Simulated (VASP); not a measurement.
# PtSe2 (Sudovikovite) (P-3m1) in VASP: a series of runs

The runs below take PtSe2 (Sudovikovite) through single point, with r2SCAN, PBE, PBEsol, LDA.

Everything below comes from runs of VASP 6.6.1. Logs are shortened: lines on timing, memory, paths and dates and some standing lists are left out, and cuts for length are marked.

### Step 1. The cell of the first run

The structure is trigonal, space group P-3m1 (No. 164). The conventional cell has a = 3.718 Å, b = 3.718 Å, c = 5.819 Å, α = 90.00°, β = 90.00°, γ = 120.00°. Pt (site symmetry -3m) has 6 Se at 2.52 Å within 3.3 Å. Se (site symmetry 3m) has 3 Pt at 2.52 Å within 3.3 Å.

### Step 2. Single point, r2SCAN

POSCAR

```
PtSe2
1.0
    3.7175211445      0.0000000000      0.0000000000
   -1.8587605722      3.2194677502      0.0000000000
    0.0000000000      0.0000000000      5.8189821883
Pt Se
1 2
Direct
    0.0000000000      0.0000000000      0.0000000000
    0.6666666667      0.3333333333      0.7746895699
    0.3333333333      0.6666666667      0.2253104301
```

INCAR.step1

```
SYSTEM = PtSe2
PREC     = Accurate       ! precision mode
ENCUT    = 520            ! plane-wave cutoff, eV
ISMEAR   = -1             ! smearing method
SIGMA    = 0.05           ! smearing width, eV
LREAL    = .False.        ! projectors in reciprocal space
LASPH    = .True.         ! aspherical terms in the spheres
NELM     = 60             ! most SCF steps
NBANDS   = 18             ! bands
GGA      = PE             ! functional
ALGO     = Normal         ! electronic algorithm
EDIFF    = 1E-4           ! SCF threshold, eV
LWAVE    = .True.         ! write WAVECAR
LCHARG   = .False.        ! write CHGCAR
```

INCAR.step2

```
SYSTEM = PtSe2
PREC     = Accurate       ! precision mode
ENCUT    = 520            ! plane-wave cutoff, eV
EDIFF    = 1E-6           ! SCF threshold, eV
ISMEAR   = -1             ! smearing method
SIGMA    = 0.05           ! smearing width, eV
LREAL    = .False.        ! projectors in reciprocal space
LASPH    = .True.         ! aspherical terms in the spheres
NELM     = 60             ! most SCF steps
ALGO     = Normal         ! electronic algorithm
ISIF     = 2              ! what is computed and relaxed
LWAVE    = .False.        ! write WAVECAR
LCHARG   = .True.         ! write CHGCAR
METAGGA  = R2SCAN         ! meta-GGA
LMIXTAU  = .True.       
LELF     = .True.         ! ELF
LVHAR    = .True.       
NBANDS   = 18             ! bands
ISTART   = 1
```

KPOINTS

```
Automatic mesh
0
Gamma
  8 8 5
  0 0 0
```

Potentials or basis: VASP PAW PBE potentials, release 64 (Pt, Se).

Launch:

```console
cat potpaw_PBE.64/Pt/POTCAR potpaw_PBE.64/Se/POTCAR > POTCAR
cp INCAR.step1 INCAR
mpirun -np 1 vasp_std > vasp.out
cp INCAR.step2 INCAR
mpirun -np 1 vasp_std > vasp.out
```

OUTCAR:

```text
SYSTEM = PtSe2
   PREC = Accurate
   ENCUT = 520
   EDIFF = 1E-6
   ISMEAR = -1
   LREAL = .False.
   LASPH = .True.
   NELM = 60
   ISIF = 2
   METAGGA = R2SCAN
   ISTART = 1

 ion  position               nearest neighbor table
   1  0.000  0.000  0.000-   2 2.52   3 2.52   3 2.52   2 2.52   2 2.52   3 2.52
   2  0.667  0.333  0.775-   1 2.52   1 2.52   1 2.52
   3  0.333  0.667  0.225-   1 2.52   1 2.52   1 2.52

  LATTYP: Found a hexagonal cell.
 ALAT       =     3.7175211445
 C/A-ratio  =     1.5652855659

  Lattice vectors:

 A1 = (   3.7175211445,   0.0000000000,   0.0000000000)
 A2 = (  -1.8587605722,   3.2194677502,   0.0000000000)
 A3 = (   0.0000000000,   0.0000000000,   5.8189821883)

Analysis of symmetry for initial positions (statically):
=====================================================================
 Subroutine PRICEL returns:
 Original cell was already a primitive cell.

 Routine SETGRP: Setting up the symmetry group for a
 hexagonal supercell.

 Subroutine GETGRP returns: Found 12 space group operations
 (whereof 12 operations were pure point group operations)
 out of a pool of 24 trial point group operations.

The static configuration has the point symmetry D_3d.

Analysis of symmetry for dynamics (positions and initial velocities):
=====================================================================
 Subroutine PRICEL returns:
 Original cell was already a primitive cell.

 Routine SETGRP: Setting up the symmetry group for a
 hexagonal supercell.

 Subroutine GETGRP returns: Found 12 space group operations
 (whereof 12 operations were pure point group operations)
 out of a pool of 24 trial point group operations.

The dynamic configuration has the point symmetry D_3d.

 Subroutine INISYM returns: Found 12 space group operations
 (whereof 12 operations are pure point group operations),
 and found     1 'primitive' translations

----------------------------------------------------------------------------------------

                                     Primitive cell

  volume of cell :      69.6441

  direct lattice vectors                    reciprocal lattice vectors
     3.717521145  0.000000000  0.000000000     0.268996453  0.155305174  0.000000000
    -1.858760572  3.219467750  0.000000000     0.000000000  0.310610349  0.000000000
     0.000000000  0.000000000  5.818982188     0.000000000  0.000000000  0.171851360

  length of vectors
     3.717521145  3.717521144  5.818982188     0.310610349  0.310610349  0.171851360

  position of ions in fractional coordinates (direct lattice)
     0.000000000  0.000000000  0.000000000
     0.666666667  0.333333333  0.774689570
     0.333333333  0.666666667  0.225310430

  ion indices of the primitive-cell ions
   primitive index   ion index
                 1           1
                 2           2
                 3           3

----------------------------------------------------------------------------------------

 KPOINTS: Automatic mesh

Automatic generation of k-mesh.
 Grid dimensions read from file:
 generate k-points for:    8    8    5

 Generating k-lattice:

  Cartesian coordinates                     Fractional coordinates (reciprocal lattice)
     0.033624557  0.019413147  0.000000000     0.125000000 -0.000000000  0.000000000
     0.000000000  0.038826294  0.000000000     0.000000000  0.125000000  0.000000000
     0.000000000  0.000000000  0.034370272     0.000000000  0.000000000  0.200000000

  Length of vectors
     0.038826294  0.038826294  0.034370272

  Shift w.r.t. Gamma in fractional coordinates (k-lattice)
     0.000000000  0.000000000  0.000000000

 Subroutine IBZKPT returns following result:
 ===========================================

 Found     40 irreducible k-points:

 Following reciprocal coordinates:
            Coordinates               Weight
  0.000000  0.000000  0.000000      1.000000
  0.125000  0.000000  0.000000      6.000000
  0.250000  0.000000  0.000000      6.000000
  0.375000 -0.000000  0.000000      6.000000
  0.500000  0.000000  0.000000      3.000000
  0.125000  0.125000  0.000000      6.000000
[... 16 lines left out ...]
 -0.125000  0.500000  0.200000     12.000000
  0.250000  0.250000  0.200000     12.000000
 [... further k-points ...]
   k-points           NKPTS =     40   k-points in BZ     NKDIM =     40   number of bands    NBANDS=     18
   number of dos      NEDOS =    301   number of ions     NIONS =      3
   total plane-waves  NPLWV =  37632
   dimension x,y,z NGX =    28 NGY =   28 NGZ =   48
   dimension x,y,z NGXF=    56 NGYF=   56 NGZF=   96
   ions per type =               1   2
   NGX,Y,Z   is equivalent  to a cutoff of  12.52, 12.52, 13.71 a.u.
   NGXF,Y,Z  is equivalent  to a cutoff of  25.04, 25.04, 27.43 a.u.
 SYSTEM =  PtSe2
   PREC   = accura    normal or accurate (medium, high low for compatibility)
   ISTART =      1    job   : 0-new  1-cont  2-samecut
   ICHARG =      0    charge: 1-file 2-atom 10-const
   ISPIN  =      1    spin polarized calculation?
   LNONCOLLINEAR =      F non collinear calculations
   LSORBIT =      F    spin-orbit coupling
   LASPH  =      T    aspherical Exc in radial PAW
   ENCUT  =  520.0 eV  38.22 Ry    6.18 a.u.   6.91  6.91 10.82*2*pi/ulx,y,z
   NELM   =     60;   NELMIN=  2; NELMDL=  0     # of ELM steps
   EDIFF  = 0.1E-05   stopping-criterion for ELM
   LREAL  =      F    real-space projection
   EDIFFG = 0.1E-04   stopping-criterion for IOM
   NSW    =      0    number of steps for IOM
   IBRION =     -1    ionic relax: 0-MD 1-quasi-New 2-CG
   NFREE  =      0    steps in history (QN), initial steepest desc. (CG)
   ISIF   =      2    stress and relaxation
   ISYM   =      2    0-nonsym 1-usesym 2-fastsym
   POTIM  = 0.5000    time-step for ionic-motion
   TEBEG  =    0.0;   TEEND  =   0.0 temperature during run
   PSTRESS=    0.0 pullay stress
   NELECT =      22.0000    total number of electrons
   NUPDOWN=      -1.0000    fix difference up-down
   EMIN   =  10.00;   EMAX   =-10.00  energy-range for DOS
   EFERMI =   0.00;   METHOD = LEGACY
   ISMEAR =    -1;   SIGMA  =   0.05  broadening in eV -4-tet -1-fermi 0-gaus
   EFERMI_NEDOS =   21; number of points for ismear=-14 and -15
   IALGO  =     38    algorithm
   IMIX   =      4    mixing-type and parameters
     AMIX     =   0.40;   BMIX     =  1.00
     AMIX_MAG =   1.60;   BMIX_MAG =  1.00
  volume/ion in A,a.u.               =      23.21       156.66
  Fermi-wavevector in a.u.,A,eV,Ry     =   1.114947  2.106944 16.913494  1.243107
  Thomas-Fermi vector in A             =   2.251547
   LORBIT       =      0    0 simple, 1 ext, 2 COOP (PROOUT), +10 PAW based schemes
   METAGGA = R2SCAN    functional components
   LHFCALC =     F    Hartree Fock is set to
   AEXX    =    0.0000 exact exchange contribution
   IVDW    =     0    specifies the selected vdW correction
   LEPSILON=     F    determine dielectric tensor
   LRPA    =     F    only Hartree local field effects (RPA)
 non-spin polarized calculation
  energy-cutoff  :      520.00
  volume of cell :       69.64
 maximum number of plane-waves:      1886
   NGX = 13   NGY = 13   NGZ = 21

 number of electron      21.9999998 magnetization

 Free energy of the ion-electron system (eV)
  ---------------------------------------------------
  ext. energy  EPLUGINS =         0.00000000
  ---------------------------------------------------
  free energy    TOTEN  =       -81.49801141 eV

  energy without entropy =      -81.49796074  energy(sigma->0) =      -81.49798607

 E-fermi :   4.6496     XC(G=0): -10.3848

 val. band max:        4.3145523576   @ k =   0.1250   0.0000   0.0000
 cond. band min:       4.9840849073   @ k =   0.0000   0.2500   0.4000
 fundamental gap:      0.6695325497
 Fermi energy:         4.6496385155

 k-point     1 :       0.0000    0.0000    0.0000
  band No.  band energies     occupation
      1     -10.9763      2.00000
      2      -8.8245      2.00000
      3      -2.0458      2.00000
      4      -1.6133      2.00000
      5      -1.6133      2.00000
      6       0.6912      2.00000
[... 10 lines left out ...]
     17      12.6727      0.00000
     18      15.5488      0.00000

 k-point     2 :       0.1250    0.0000    0.0000
  band No.  band energies     occupation
      1     -10.8012      2.00000
      2      -8.8553      2.00000
      3      -1.8556      2.00000
      4      -1.5719      2.00000
      5      -1.5067      2.00000
      6       0.4468      2.00000
[... 10 lines left out ...]
     17      13.2775      0.00000
     18      14.8940      0.00000

 k-point     3 :       0.2500    0.0000    0.0000
  band No.  band energies     occupation
      1     -10.3259      2.00000
      2      -8.9378      2.00000
      3      -1.5844      2.00000
      4      -1.2704      2.00000
      5      -1.1941      2.00000
      6      -0.4454      2.00000
[... 10 lines left out ...]
     17      13.6781      0.00000
     18      13.9845      0.00000

 k-point     4 :       0.3750   -0.0000    0.0000
  band No.  band energies     occupation
      1      -9.7249      2.00000
      2      -9.0538      2.00000
      3      -2.1076      2.00000
      4      -1.1249      2.00000
      5      -0.7970      2.00000
      6      -0.3334      2.00000
[... 375 lines left out ...]
      4      -1.2212      2.00000
      5      -0.4656      2.00000
      6      -0.1850      2.00000
[... 10 lines left out ...]
     17      13.3573      0.00000
     18      14.2897      0.00000

 k-point    23 :      -0.1250    0.5000    0.2000
  band No.  band energies     occupation
      1      -9.4340      2.00000
      2      -9.0911      2.00000
      3      -2.3797      2.00000
      4      -1.2775      2.00000
      5      -0.6678      2.00000
      6       0.0931      2.00000
[... 10 lines left out ...]
     17      14.0387      0.00000
     18      14.2691      0.00000

 k-point    24 :       0.2500    0.2500    0.2000
  band No.  band energies     occupation
      1      -9.4334      2.00000
      2      -9.1024      2.00000
      3      -1.9032      2.00000
      4      -1.3206      2.00000
      5      -0.9011      2.00000
      6      -0.1813      2.00000
[... 10 lines left out ...]
     17      13.8207      0.00000
     18      14.3188      0.00000

 [... further k-points ...]

------------------------ aborting loop because EDIFF is reached ----------------------------------------

  FORCE on cell =-STRESS in cart. coord.  units (eV):
  Direction    XX          YY          ZZ          XY          YZ          ZX
  --------------------------------------------------------------------------------------
  -------------------------------------------------------------------------------------
  Total        0.0373579      0.0373579      0.0238223      0.0000000      0.0000000      0.0000000
  in kB        0.8594251      0.8594251      0.5480372      0.0000000      0.0000000      0.0000000
  external PRESSURE =       0.7556291 kB  Pullay stress =       0.0000000 kB

 VOLUME and BASIS-vectors are now :
 -----------------------------------------------------------------------------
  energy-cutoff  :      520.00
  volume of cell :       69.64
      direct lattice vectors                 reciprocal lattice vectors
     3.717521145  0.000000000  0.000000000     0.268996453  0.155305174  0.000000000
    -1.858760572  3.219467750  0.000000000     0.000000000  0.310610349  0.000000000
     0.000000000  0.000000000  5.818982188     0.000000000  0.000000000  0.171851360

 POSITION                                       TOTAL-FORCE (eV/Angst)
 -----------------------------------------------------------------------------------
      0.00000      0.00000      0.00000         0.000000      0.000000      0.000000
      1.85876      1.07316      4.50790         0.000000     -0.000000     -0.010104
     -0.00000      2.14631      1.31108        -0.000000      0.000000      0.010104
 -----------------------------------------------------------------------------------
    total drift:                                0.000000     -0.000000      0.000000

  FREE ENERGIE OF THE ION-ELECTRON SYSTEM (eV)
  ---------------------------------------------------
  free  energy   TOTEN  =       -81.4980114053 eV

  energy  without entropy=      -81.4979607397  energy(sigma->0) =      -81.49798607
```

It took 2.4 min on 1 thread of Intel Xeon Platinum 8488C (Sapphire Rapids), shared host; peak memory 0.22 GiB.

What came out:

- Free energy: -81.4980 eV
- Pressure: 0.1 GPa
- Largest force: 0.010 eV/Å
- Band gap on the k mesh: 0.67 eV, indirect (least direct gap 1.02 eV)

Forces in eV/Å, atoms in the order of the input:
```
Pt   0.000  0.000  0.000
Se   0.000  0.000 -0.010
Se   0.000  0.000  0.010
```

Caveat: the PAW data sets were made with another functional, which shifts forces and pressure a little; spin-orbit coupling is left out, which moves the levels of the heavy elements. r2SCAN opens gaps a little over a GGA but as a rule still falls short of measured ones.

[end of part 1 of 2]
